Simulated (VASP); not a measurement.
# O (P-1) in VASP: notebook

O is run at these levels: PBEsol; tasks: electric field gradients.

Program: VASP 6.6.1. These are calculated values, not measurements. Logs are shortened: lines on timing, memory, paths and dates and some standing lists are left out, and cuts for length are marked.

## 1. The cell of the first run

The typed cell holds 2 atoms: a = 3.738 Å, b = 3.801 Å, c = 3.814 Å, α = 44.31°, β = 43.88°, γ = 44.37°.

## 2. Electric field gradients, PBEsol (equal xy, yz and zx shear strains of -2 %)

The input, INCAR:

```
SYSTEM = O
PREC = Accurate
ENCUT = 520
EDIFF = 1E-8
ISMEAR = -1
SIGMA = 0.02
LREAL = .False.
LASPH = .True.
NELM = 60
ALGO = Normal
ISIF = 2
LWAVE = .False.
LCHARG = .False.
GGA = PS
LEFG = .True.
NBANDS = 13
```

The input, KPOINTS:

```
regular mesh
0
Gamma
  10 10 10
  0 0 0
```

The input, POSCAR:

```
O
1.0
    1.3810483127      0.7734544508      3.3858488004
   -1.4656497315      0.8019214312      3.4143157808
   -0.0176475812     -1.6776248821      3.4247354188
O
2
Direct
    0.0577000000      0.0577000000      0.0577000000
    0.9423000000      0.9423000000      0.9423000000
```

Potentials or basis: VASP PAW PBE potentials, release 64 (O).

Started as:

```bash
$ cat potpaw_PBE.64/O/POTCAR > POTCAR
$ mpirun -np 1 vasp_std > vasp.out
```

OUTCAR:

```text
SYSTEM = O
   PREC = Accurate
   ENCUT = 520
   EDIFF = 1E-8
   ISMEAR = -1
   LREAL = .False.
   LASPH = .True.
   NELM = 60
   ISIF = 2
   GGA = PS

 ion  position               nearest neighbor table
   1  0.058  0.058  0.058-   2 1.18
   2  0.942  0.942  0.942-   1 1.18

  LATTYP: Found a triclinic cell.
 ALAT       =     2.8469826998
 B/A-ratio  =     1.0085784349
 C/A-ratio  =     1.3128211869
 COS(alpha) =     0.0109227513
 COS(beta)  =     0.3583392567
 COS(gamma) =     0.5128311706

  Lattice vectors:

 A1 = (  -2.8466980442,   0.0284669804,   0.0284669804)
 A2 = (  -1.4480021503,   2.4795463133,  -0.0104196380)
 A3 = (  -1.3810483127,  -0.7734544508,  -3.3858488004)

Analysis of symmetry for initial positions (statically):
=====================================================================
 Subroutine PRICEL returns:
 Original cell was already a primitive cell.

 Routine SETGRP: Setting up the symmetry group for a
 triclinic supercell.

 Subroutine GETGRP returns: Found  2 space group operations
 (whereof  2 operations were pure point group operations)
 out of a pool of  2 trial point group operations.

The static configuration has the point symmetry S_2 .

Analysis of symmetry for dynamics (positions and initial velocities):
=====================================================================
 Subroutine PRICEL returns:
 Original cell was already a primitive cell.

 Routine SETGRP: Setting up the symmetry group for a
 triclinic supercell.

 Subroutine GETGRP returns: Found  2 space group operations
 (whereof  2 operations were pure point group operations)
 out of a pool of  2 trial point group operations.

The dynamic configuration has the point symmetry S_2 .

 Subroutine INISYM returns: Found  2 space group operations
 (whereof  2 operations are pure point group operations),
 and found     1 'primitive' translations

----------------------------------------------------------------------------------------

                                     Primitive cell

  volume of cell :      23.9122

  direct lattice vectors                    reciprocal lattice vectors
     1.381048313  0.773454451  3.385848800     0.354392289  0.207392124  0.103418312
    -1.465649732  0.801921431  3.414315781    -0.348318041  0.200294040  0.096320227
    -0.017647581 -1.677624882  3.424735419    -0.003109998 -0.404721915  0.093722148

  length of vectors
     3.737579207  3.801152374  3.813600578     0.423439175  0.413183672  0.415443548

  position of ions in fractional coordinates (direct lattice)
     0.057700000  0.057700000  0.057700000
     0.942300000  0.942300000  0.942300000

  ion indices of the primitive-cell ions
   primitive index   ion index
                 1           1
                 2           2

----------------------------------------------------------------------------------------

 KPOINTS: regular mesh

Automatic generation of k-mesh.
 Grid dimensions read from file:
 generate k-points for:   10   10   10

 Generating k-lattice:

  Cartesian coordinates                     Fractional coordinates (reciprocal lattice)
     0.035439229  0.020739212  0.010341831     0.100000000  0.000000000  0.000000000
    -0.034831804  0.020029404  0.009632023     0.000000000  0.100000000 -0.000000000
    -0.000311000 -0.040472192  0.009372215     0.000000000  0.000000000  0.100000000

  Length of vectors
     0.042343917  0.041318367  0.041544355

  Shift w.r.t. Gamma in fractional coordinates (k-lattice)
     0.000000000  0.000000000  0.000000000

 Subroutine IBZKPT returns following result:
 ===========================================

 Found    504 irreducible k-points:

 Following reciprocal coordinates:
            Coordinates               Weight
  0.000000  0.000000  0.000000      1.000000
  0.100000 -0.000000  0.000000      2.000000
  0.200000 -0.000000  0.000000      2.000000
  0.300000 -0.000000  0.000000      2.000000
  0.400000  0.000000  0.000000      2.000000
  0.500000  0.000000  0.000000      1.000000
[... 16 lines left out ...]
 -0.400000  0.200000 -0.000000      2.000000
 -0.300000  0.200000 -0.000000      2.000000
 [... further k-points ...]
   k-points           NKPTS =    504   k-points in BZ     NKDIM =    504   number of bands    NBANDS=     13
   number of dos      NEDOS =    301   number of ions     NIONS =      2
   total plane-waves  NPLWV =  21952
   dimension x,y,z NGX =    28 NGY =   28 NGZ =   28
   dimension x,y,z NGXF=    56 NGYF=   56 NGZF=   56
   ions per type =               2
   NGX,Y,Z   is equivalent  to a cutoff of  12.45, 12.25, 12.21 a.u.
   NGXF,Y,Z  is equivalent  to a cutoff of  24.91, 24.49, 24.41 a.u.
 SYSTEM =  O
   PREC   = accura    normal or accurate (medium, high low for compatibility)
   ISTART =      0    job   : 0-new  1-cont  2-samecut
   ICHARG =      2    charge: 1-file 2-atom 10-const
   ISPIN  =      1    spin polarized calculation?
   LNONCOLLINEAR =      F non collinear calculations
   LSORBIT =      F    spin-orbit coupling
   LASPH  =      T    aspherical Exc in radial PAW
   ENCUT  =  520.0 eV  38.22 Ry    6.18 a.u.   6.95  7.07  7.09*2*pi/ulx,y,z
   NELM   =     60;   NELMIN=  2; NELMDL= -5     # of ELM steps
   EDIFF  = 0.1E-07   stopping-criterion for ELM
   LREAL  =      F    real-space projection
   EDIFFG = 0.1E-06   stopping-criterion for IOM
   NSW    =      0    number of steps for IOM
   IBRION =     -1    ionic relax: 0-MD 1-quasi-New 2-CG
   NFREE  =      0    steps in history (QN), initial steepest desc. (CG)
   ISIF   =      2    stress and relaxation
   ISYM   =      2    0-nonsym 1-usesym 2-fastsym
   POTIM  = 0.5000    time-step for ionic-motion
   TEBEG  =    0.0;   TEEND  =   0.0 temperature during run
   PSTRESS=    0.0 pullay stress
   NELECT =      12.0000    total number of electrons
   NUPDOWN=      -1.0000    fix difference up-down
   EMIN   =  10.00;   EMAX   =-10.00  energy-range for DOS
   EFERMI =   0.00;   METHOD = LEGACY
   ISMEAR =    -1;   SIGMA  =   0.02  broadening in eV -4-tet -1-fermi 0-gaus
   EFERMI_NEDOS =   21; number of points for ismear=-14 and -15
   IALGO  =     38    algorithm
   IMIX   =      4    mixing-type and parameters
     AMIX     =   0.40;   BMIX     =  1.00
     AMIX_MAG =   1.60;   BMIX_MAG =  1.00
  volume/ion in A,a.u.               =      11.96        80.68
  Fermi-wavevector in a.u.,A,eV,Ry     =   1.300954  2.458446 23.027601  1.692481
  Thomas-Fermi vector in A             =   2.432119
   LORBIT       =      0    0 simple, 1 ext, 2 COOP (PROOUT), +10 PAW based schemes
   GGA     = PS    functional components
   LHFCALC =     F    Hartree Fock is set to
   AEXX    =    0.0000 exact exchange contribution
   IVDW    =     0    specifies the selected vdW correction
   LEPSILON=     F    determine dielectric tensor
   LRPA    =     F    only Hartree local field effects (RPA)
 non-spin polarized calculation
  energy-cutoff  :      520.00
  volume of cell :       23.91
 maximum number of plane-waves:       656
   NGX = 13   NGY = 15   NGZ = 15

 number of electron      12.0000000 magnetization

 Free energy of the ion-electron system (eV)
  ---------------------------------------------------
  ext. energy  EPLUGINS =         0.00000000
  ---------------------------------------------------
  free energy    TOTEN  =        -9.83220214 eV

  energy without entropy =       -9.83037041  energy(sigma->0) =       -9.83128628

 E-fermi :   0.3963     XC(G=0):  -9.4384

 val. band max:        0.3960634867   @ k =   0.1000   0.5000   0.0000
 cond. band min:       0.4036708207   @ k =  -0.3000  -0.1000   0.4000
 fundamental gap:      0.0076073340
 Fermi energy:         0.3962550354

 k-point     1 :       0.0000    0.0000    0.0000
  band No.  band energies     occupation
      1     -27.7785      2.00000
      2     -13.3580      2.00000
      3      -8.7927      2.00000
      4      -6.2528      2.00000
      5      -6.1871      2.00000
      6       0.9409      0.00000
      7       0.9717      0.00000
      8       8.4721      0.00000
      9      12.0506      0.00000
     10      15.1627      0.00000
     11      18.9007      0.00000
     12      21.2081      0.00000
     13      21.8123      0.00000
[... 353 lines left out ...]
 k-point    24 :      -0.3000    0.2000   -0.0000
  band No.  band energies     occupation
      1     -27.4148      2.00000
      2     -13.1934      2.00000
      3      -8.4761      2.00000
      4      -7.1986      2.00000
      5      -6.9974      2.00000
      6      -0.2497      2.00000
      7       0.1703      1.99998
      8      11.4814      0.00000
      9      12.0611      0.00000
     10      15.0793      0.00000
     11      17.2964      0.00000
     12      18.2426      0.00000
     13      20.7418      0.00000

 [... further k-points ...]
[... 5 lines left out ...]
  --------------------------------------------------------------------------------------
  -------------------------------------------------------------------------------------
  Total       -1.3134775     -1.3323799      5.2929414     -0.0279702      0.0908716      0.0993855
  in kB      -88.0061742    -89.2726812    354.6399003     -1.8740722      6.0886155      6.6590696
  external PRESSURE =      59.1203483 kB  Pullay stress =       0.0000000 kB

 VOLUME and BASIS-vectors are now :
 -----------------------------------------------------------------------------
  energy-cutoff  :      520.00
  volume of cell :       23.91
      direct lattice vectors                 reciprocal lattice vectors
     1.381048313  0.773454451  3.385848800     0.354392289  0.207392124  0.103418312
    -1.465649732  0.801921431  3.414315781    -0.348318041  0.200294040  0.096320227
    -0.017647581 -1.677624882  3.424735419    -0.003109998 -0.404721915  0.093722148

 POSITION                                       TOTAL-FORCE (eV/Angst)
 -----------------------------------------------------------------------------------
     -0.00590     -0.00590      0.58998         0.035587      0.040737      3.923406
     -0.09635     -0.09635      9.63492        -0.035587     -0.040737     -3.923406
 -----------------------------------------------------------------------------------
    total drift:                                0.000000     -0.000000      0.000000

  FREE ENERGIE OF THE ION-ELECTRON SYSTEM (eV)
  ---------------------------------------------------
  free  energy   TOTEN  =        -9.8322021444 eV

  energy  without entropy=       -9.8303704107  energy(sigma->0) =       -9.83128628

 Electric field gradients (V/A^2)
---------------------------------------------------------------------
 ion       V_xx      V_yy      V_zz      V_xy      V_xz      V_yz
---------------------------------------------------------------------
   1     -58.004   -57.989   115.993     0.618    -1.847    -1.882
   2     -58.004   -57.989   115.993     0.618    -1.847    -1.882
---------------------------------------------------------------------

 Electric field gradients after diagonalization (V/A^2)
 (convention: |V_zz| > |V_xx| > |V_yy|)
----------------------------------------------------------------------
 ion       V_xx      V_yy      V_zz     asymmetry (V_yy - V_xx)/ V_zz
----------------------------------------------------------------------
   1     -58.615   -57.418   116.033       0.010
   2     -58.615   -57.418   116.033       0.010
----------------------------------------------------------------------

           NMR quadrupolar parameters

 Cq : quadrupolar parameter    Cq=e*Q*V_zz/h
 eta: asymmetry parameters     (V_yy - V_xx)/ V_zz
 Q  : nuclear electric quadrupole moment in mb (millibarn)
----------------------------------------------------------------------
 ion       Cq(MHz)       eta       Q (mb)
----------------------------------------------------------------------
   1       0.281       0.010       1.000
   2       0.281       0.010       1.000
----------------------------------------------------------------------
```

Wall time 2.1 min (1 thread of Intel Xeon Platinum 8488C (Sapphire Rapids), shared host); peak memory 0.24 GiB.

Results:

| Item | Value |
| --- | --- |
| Free energy | -9.8322 eV |
| Pressure | 5.9 GPa |
| Largest force | 3.924 eV/Å |
| Band gap on the k mesh | zero (bands 6 and 7 overlap by 1.30 eV) |
| Largest electric field gradient by atom | O +116.0 V/Å² |

Forces on the atoms (eV/Å):
```
O    0.036  0.041  3.923
O   -0.036 -0.041 -3.923
```

Stress tensor (GPa, compression positive):
```
-8.80 -0.19  0.67
-0.19 -8.93  0.61
 0.67  0.61 35.46
```

Levels at points of the mesh, in eV from the Fermi level:
| k point | band 4 | band 5 | band 6 | band 7 | band 8 | band 9 |
| --- | --- | --- | --- | --- | --- | --- |
| (0.00, 0.00, 0.00) | -6.65 | -6.58 | 0.54 | 0.58 | 8.08 | 11.65 |
| (0.50, 0.00, 0.00) | -7.82 | -7.06 | -0.74 | 0.02 | 10.62 | 12.35 |
| (0.00, 0.50, 0.00) | -7.94 | -6.95 | -0.74 | 0.11 | 10.42 | 12.56 |
| (0.50, 0.50, 0.00) | -7.23 | -7.21 | -1.37 | 0.61 | 10.08 | 11.55 |
| (0.00, 0.00, 0.50) | -7.93 | -7.00 | -0.75 | 0.06 | 10.42 | 12.44 |
| (0.50, 0.00, 0.50) | -7.26 | -7.15 | -1.36 | 0.65 | 10.01 | 11.64 |
| (0.00, 0.50, 0.50) | -7.32 | -7.26 | -1.37 | 0.57 | 10.00 | 11.38 |
| (0.50, 0.50, 0.50) | -6.74 | -6.69 | 0.78 | 0.84 | 7.90 | 8.35 |

Electric field gradients, principal values (V/Å²):
| atom | least | middle | greatest (by size) |
| --- | --- | --- | --- |
| 1 O | -57.418 | -58.615 | 116.033 |
| 2 O | -57.418 | -58.615 | 116.033 |

Caveat: the cell differs from its parent crystal (equal xy, yz and zx shear strains of -2 %); the standard files for N, O and F lose accuracy on very short bonds; spin is off for a triplet molecule; the stress differs along the axes, from -9 to 35 GPa; this functional lacks dispersion, which holds the molecules together, so the pressure and a relaxed volume are unreliable; without QUAD_EFG the Cq values of the log hold for a quadrupole moment of 1 mb, not for the nuclei; the PAW data sets were made with another functional, which shifts forces and pressure a little.

(Part 1 of 3 ends here.)
